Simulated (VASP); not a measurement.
# AlN (F-43m) in VASP: notebook

Runs on AlN. Level: HSE06. Tasks: single point.

Everything below comes from runs of VASP 6.6.1. Logs are shortened: lines on timing, memory, paths and dates and some standing lists are left out, and cuts for length are marked.

## (1) The cell of the first run

The structure is cubic, space group F-43m (No. 216). The conventional cell has a = 4.370 Å, b = 4.370 Å, c = 4.370 Å, α = 90.00°, β = 90.00°, γ = 90.00°. Within 2.5 Å of Al (site symmetry -43m) lie 4 N at 1.89 Å. N (site symmetry -43m) has 4 Al at 1.89 Å within 2.5 Å.

## (2) Single point, HSE06

Contents of POSCAR:

```
AlN
1.0
    0.0000000000      2.1848764127      2.1848764127
    2.1848764127      0.0000000000      2.1848764127
    2.1848764127      2.1848764127      0.0000000000
Al N
1 1
Direct
    0.0000000000      0.0000000000      0.0000000000
    0.2500000000      0.2500000000      0.2500000000
```

Contents of INCAR.step1:

```
SYSTEM = AlN
PREC     = Accurate       ! precision mode
ENCUT    = 520            ! plane-wave cutoff, eV
EDIFF    = 1E-5           ! SCF threshold, eV
ISMEAR   = 0              ! smearing method
SIGMA    = 0.01           ! smearing width, eV
LREAL    = .FALSE.        ! projectors in reciprocal space
LASPH    = .TRUE.         ! aspherical terms in the spheres
NELM     = 80             ! most SCF steps
ALGO     = Normal         ! electronic algorithm
ISIF     = 2              ! what is computed and relaxed
LWAVE    = .TRUE.         ! write WAVECAR
LCHARG   = .FALSE.        ! write CHGCAR
GGA      = PE             ! functional
NBANDS   = 11             ! bands
```

Contents of INCAR.step2:

```
SYSTEM = AlN
PREC     = Accurate       ! precision mode
ENCUT    = 520            ! plane-wave cutoff, eV
EDIFF    = 1E-6           ! SCF threshold, eV
ISMEAR   = 0              ! smearing method
SIGMA    = 0.01           ! smearing width, eV
LREAL    = .FALSE.        ! projectors in reciprocal space
LASPH    = .TRUE.         ! aspherical terms in the spheres
NELM     = 80             ! most SCF steps
ALGO     = Normal         ! electronic algorithm
ISIF     = 2              ! what is computed and relaxed
LWAVE    = .FALSE.        ! write WAVECAR
LCHARG   = .FALSE.        ! write CHGCAR
GGA      = PE             ! functional
LHFCALC  = .TRUE.         ! exact exchange
HFSCREEN = 0.2079         ! screening, 1/A
PRECFOCK = Normal       
ISTART   = 1            
NBANDS   = 11             ! bands
```

Contents of KPOINTS:

```
regular mesh
0
G
  6 6 6
  0 0 0
```

Potentials or basis: VASP PAW PBE potentials, release 64 (Al, N).

Launch:

```console
cat potpaw_PBE.64/Al/POTCAR potpaw_PBE.64/N/POTCAR > POTCAR
cp INCAR.step1 INCAR
mpirun -np 1 vasp_std > vasp.out
cp INCAR.step2 INCAR
mpirun -np 1 vasp_std > vasp.out
```

OUTCAR:

```text
SYSTEM = AlN
   PREC = Accurate
   ENCUT = 520
   EDIFF = 1E-6
   ISMEAR = 0
   LREAL = .FALSE.
   LASPH = .TRUE.
   NELM = 80
   ISIF = 2
   GGA = PE
   LHFCALC = .TRUE.
   HFSCREEN = 0.2079
   PRECFOCK = Normal
   ISTART = 1

 ion  position               nearest neighbor table
   1  0.000  0.000  0.000-   2 1.89   2 1.89   2 1.89   2 1.89
   2  0.250  0.250  0.250-   1 1.89   1 1.89   1 1.89   1 1.89

  LATTYP: Found a face centered cubic cell.
 ALAT       =     4.3697528254

  Lattice vectors:

 A1 = (   0.0000000000,   2.1848764127,   2.1848764127)
 A2 = (   2.1848764127,   0.0000000000,   2.1848764127)
 A3 = (   2.1848764127,   2.1848764127,   0.0000000000)

Analysis of symmetry for initial positions (statically):
=====================================================================
 Subroutine PRICEL returns:
 Original cell was already a primitive cell.

 Routine SETGRP: Setting up the symmetry group for a
 face centered cubic supercell.

 Subroutine GETGRP returns: Found 24 space group operations
 (whereof 24 operations were pure point group operations)
 out of a pool of 48 trial point group operations.

The static configuration has the point symmetry T_d .

Analysis of symmetry for dynamics (positions and initial velocities):
=====================================================================
 Subroutine PRICEL returns:
 Original cell was already a primitive cell.

 Routine SETGRP: Setting up the symmetry group for a
 face centered cubic supercell.

 Subroutine GETGRP returns: Found 24 space group operations
 (whereof 24 operations were pure point group operations)
 out of a pool of 48 trial point group operations.

The dynamic configuration has the point symmetry T_d .

 Subroutine INISYM returns: Found 24 space group operations
 (whereof 24 operations are pure point group operations),
 and found     1 'primitive' translations

----------------------------------------------------------------------------------------

                                     Primitive cell

  volume of cell :      20.8598

  direct lattice vectors                    reciprocal lattice vectors
     0.000000000  2.184876413  2.184876413    -0.228845896  0.228845896  0.228845896
     2.184876413  0.000000000  2.184876413     0.228845896 -0.228845896  0.228845896
     2.184876413  2.184876413  0.000000000     0.228845896  0.228845896 -0.228845896

  length of vectors
     3.089881855  3.089881855  3.089881855     0.396372719  0.396372719  0.396372719

  position of ions in fractional coordinates (direct lattice)
     0.000000000  0.000000000  0.000000000
     0.250000000  0.250000000  0.250000000

  ion indices of the primitive-cell ions
   primitive index   ion index
                 1           1
                 2           2

----------------------------------------------------------------------------------------

 KPOINTS: regular mesh

Automatic generation of k-mesh.
 Grid dimensions read from file:
 generate k-points for:    6    6    6

 Generating k-lattice:

  Cartesian coordinates                     Fractional coordinates (reciprocal lattice)
    -0.038140983  0.038140983  0.038140983     0.166666667  0.000000000  0.000000000
     0.038140983 -0.038140983  0.038140983     0.000000000  0.166666667  0.000000000
     0.038140983  0.038140983 -0.038140983     0.000000000  0.000000000  0.166666667

  Length of vectors
     0.066062120  0.066062120  0.066062120

  Shift w.r.t. Gamma in fractional coordinates (k-lattice)
     0.000000000  0.000000000  0.000000000

 Subroutine IBZKPT returns following result:
 ===========================================

 Found     16 irreducible k-points:

 Following reciprocal coordinates:
            Coordinates               Weight
  0.000000  0.000000  0.000000      1.000000
  0.166667  0.000000  0.000000      8.000000
  0.333333  0.000000  0.000000      8.000000
  0.500000  0.000000  0.000000      4.000000
  0.166667  0.166667  0.000000      6.000000
  0.333333  0.166667  0.000000     24.000000
[... 8 lines left out ...]
 -0.333333  0.333333  0.166667     24.000000
 -0.333333  0.500000  0.166667     12.000000
   k-points           NKPTS =     16   k-points in BZ     NKDIM =    216   number of bands    NBANDS=     11
   number of dos      NEDOS =    301   number of ions     NIONS =      2
   total plane-waves  NPLWV =  13824
   dimension x,y,z NGX =    24 NGY =   24 NGZ =   24
   dimension x,y,z NGXF=    48 NGYF=   48 NGZF=   48
   ions per type =               1   1
   NGX,Y,Z   is equivalent  to a cutoff of  12.91, 12.91, 12.91 a.u.
   NGXF,Y,Z  is equivalent  to a cutoff of  25.83, 25.83, 25.83 a.u.
 SYSTEM =  AlN
   PREC   = accura    normal or accurate (medium, high low for compatibility)
   ISTART =      1    job   : 0-new  1-cont  2-samecut
   ICHARG =      0    charge: 1-file 2-atom 10-const
   ISPIN  =      1    spin polarized calculation?
   LNONCOLLINEAR =      F non collinear calculations
   LSORBIT =      F    spin-orbit coupling
   LASPH  =      T    aspherical Exc in radial PAW
   ENCUT  =  520.0 eV  38.22 Ry    6.18 a.u.   5.75  5.75  5.75*2*pi/ulx,y,z
   NELM   =     80;   NELMIN=  2; NELMDL=  0     # of ELM steps
   EDIFF  = 0.1E-05   stopping-criterion for ELM
   LREAL  =      F    real-space projection
   EDIFFG = 0.1E-04   stopping-criterion for IOM
   NSW    =      0    number of steps for IOM
   IBRION =     -1    ionic relax: 0-MD 1-quasi-New 2-CG
   NFREE  =      0    steps in history (QN), initial steepest desc. (CG)
   ISIF   =      2    stress and relaxation
   ISYM   =      3    0-nonsym 1-usesym 2-fastsym
   POTIM  = 0.5000    time-step for ionic-motion
   TEBEG  =    0.0;   TEEND  =   0.0 temperature during run
   PSTRESS=    0.0 pullay stress
   NELECT =       8.0000    total number of electrons
   NUPDOWN=      -1.0000    fix difference up-down
   EMIN   =  10.00;   EMAX   =-10.00  energy-range for DOS
   EFERMI =   0.00;   METHOD = LEGACY
   ISMEAR =     0;   SIGMA  =   0.01  broadening in eV -4-tet -1-fermi 0-gaus
   EFERMI_NEDOS =   21; number of points for ismear=-14 and -15
   IALGO  =     38    algorithm
   IMIX   =      1    mixing-type and parameters
     AMIX     =   0.40;   BMIX     =  1.00
     AMIX_MAG =   1.60;   BMIX_MAG =  1.00
  volume/ion in A,a.u.               =      10.43        70.38
  Fermi-wavevector in a.u.,A,eV,Ry     =   1.189418  2.247675 19.248378  1.414716
  Thomas-Fermi vector in A             =   2.325526
   LORBIT       =      0    0 simple, 1 ext, 2 COOP (PROOUT), +10 PAW based schemes
   GGA     = PE    functional components
   LHFCALC =     T    Hartree Fock is set to
   PRECFOCK=normal    Normal, Fast or Accurate (Low or Medium for compatibility)
   ENCUT4O =  -1.0   cutoff for four orbital integrals eV
   NKREDX  =     1    reduce k-point grid by
   NKREDY  =     1    reduce k-point grid by
   NKREDZ  =     1    reduce k-point grid by
   AEXX    =    0.2500 exact exchange contribution
   HFSCREEN=    0.2079 screening length (either q_TF or 0.3 A-1)
   HFSCREENC=   0.2079 screening length for correlation (either q_TF or 0.3 A-1)
   ENCUTFOCK=  -1.0 apply spherical cutoff to Coloumb kernel
   IVDW    =     0    specifies the selected vdW correction
   LEPSILON=     F    determine dielectric tensor
   LRPA    =     F    only Hartree local field effects (RPA)
 non-spin polarized calculation
 Gauss-broadening in eV      SIGMA  =   0.01
  energy-cutoff  :      520.00
  volume of cell :       20.86
 maximum number of plane-waves:       588
  NGX = 18; NGY = 18; NGZ = 18

 number of electron       8.0000000 magnetization

 Free energy of the ion-electron system (eV)
  ---------------------------------------------------
  ext. energy  EPLUGINS =         0.00000000
  ---------------------------------------------------
  free energy    TOTEN  =       -17.39484901 eV

  energy without entropy =      -17.39484901  energy(sigma->0) =      -17.39484901

 E-fermi :   5.1873     XC(G=0):  -9.0096

 val. band max:        5.0347981243   @ k =   0.0000   0.0000   0.0000
 cond. band min:       9.5872757195   @ k =   0.5000   0.5000   0.0000
 fundamental gap:      4.5524775953
 Fermi energy:         5.1872949460

 k-point     1 :       0.0000    0.0000    0.0000
  band No.  band energies     occupation
      1     -11.4345      2.00000
      2       5.0348      2.00000
      3       5.0348      2.00000
      4       5.0348      2.00000
      5      10.5746      0.00000
      6      19.2615      0.00000
      7      19.2615      0.00000
      8      19.2615      0.00000
      9      24.6196      0.00000
     10      24.6196      0.00000
     11      26.0108      0.00000

 k-point     2 :       0.1667    0.0000    0.0000
  band No.  band energies     occupation
      1     -11.0091      2.00000
      2       3.0672      2.00000
      3       4.8881      2.00000
      4       4.8881      2.00000
      5      12.0629      0.00000
      6      18.3592      0.00000
      7      19.4564      0.00000
      8      19.4564      0.00000
      9      22.7006      0.00000
     10      22.7006      0.00000
     11      24.4587      0.00000

 k-point     3 :       0.3333    0.0000    0.0000
  band No.  band energies     occupation
      1      -9.9576      2.00000
      2       0.1135      2.00000
      3       4.6219      2.00000
      4       4.6219      2.00000
      5      13.5389      0.00000
      6      17.1666      0.00000
      7      18.4006      0.00000
      8      18.4006      0.00000
      9      24.1802      0.00000
     10      24.4686      0.00000
     11      24.4686      0.00000
[... 155 lines left out ...]
 k-point    15 :      -0.3333    0.3333    0.1667
  band No.  band energies     occupation
      1      -8.7227      2.00000
      2       0.0307      2.00000
      3       1.8500      2.00000
      4       3.2567      2.00000
      5      12.9609      0.00000
      6      16.7384      0.00000
      7      18.9239      0.00000
      8      19.9885      0.00000
      9      23.8110      0.00000
     10      25.6074      0.00000
     11      31.1602      0.00000

 k-point    16 :      -0.3333    0.5000    0.1667
  band No.  band energies     occupation
      1      -8.5317      2.00000
      2       0.3459      2.00000
      3       2.0102      2.00000
      4       2.3611      2.00000
      5      11.6189      0.00000
      6      16.9443      0.00000
      7      19.8253      0.00000
      8      20.0556      0.00000
      9      23.6760      0.00000
     10      27.2771      0.00000
     11      31.8985      0.00000

------------------------ aborting loop because EDIFF is reached ----------------------------------------

  FORCE on cell =-STRESS in cart. coord.  units (eV):
  Direction    XX          YY          ZZ          XY          YZ          ZX
  --------------------------------------------------------------------------------------
  -------------------------------------------------------------------------------------
  Total       -0.1049286     -0.1049286     -0.1049286      0.0000000     -0.0000000      0.0000000
  in kB       -8.0592316     -8.0592316     -8.0592316      0.0000000     -0.0000000      0.0000000
  external PRESSURE =      -8.0592316 kB  Pullay stress =       0.0000000 kB

 VOLUME and BASIS-vectors are now :
 -----------------------------------------------------------------------------
  energy-cutoff  :      520.00
  volume of cell :       20.86
      direct lattice vectors                 reciprocal lattice vectors
     0.000000000  2.184876413  2.184876413    -0.228845896  0.228845896  0.228845896
     2.184876413  0.000000000  2.184876413     0.228845896 -0.228845896  0.228845896
     2.184876413  2.184876413  0.000000000     0.228845896  0.228845896 -0.228845896

 POSITION                                       TOTAL-FORCE (eV/Angst)
 -----------------------------------------------------------------------------------
      0.00000      0.00000      0.00000         0.000000      0.000000     -0.000000
      1.09244      1.09244      1.09244        -0.000000     -0.000000      0.000000
 -----------------------------------------------------------------------------------
    total drift:                                0.000000     -0.000000     -0.000000

  FREE ENERGIE OF THE ION-ELECTRON SYSTEM (eV)
  ---------------------------------------------------
  free  energy   TOTEN  =       -17.3948490090 eV

  energy  without entropy=      -17.3948490090  energy(sigma->0) =      -17.39484901
```

It took 5.5 min on 1 thread of AMD EPYC 7R43 (Zen 3), shared host; peak memory 0.2 GiB.

Results:

```yaml
Free_energy: -17.3948 eV
Pressure: -0.8 GPa
Band_gap_on_the_k_mesh: 4.55 eV, indirect (least direct gap 5.54 eV)
```

Caveat: the PAW data sets were made with another functional, which shifts forces and pressure a little.

(Continued in part 2 of 2.)
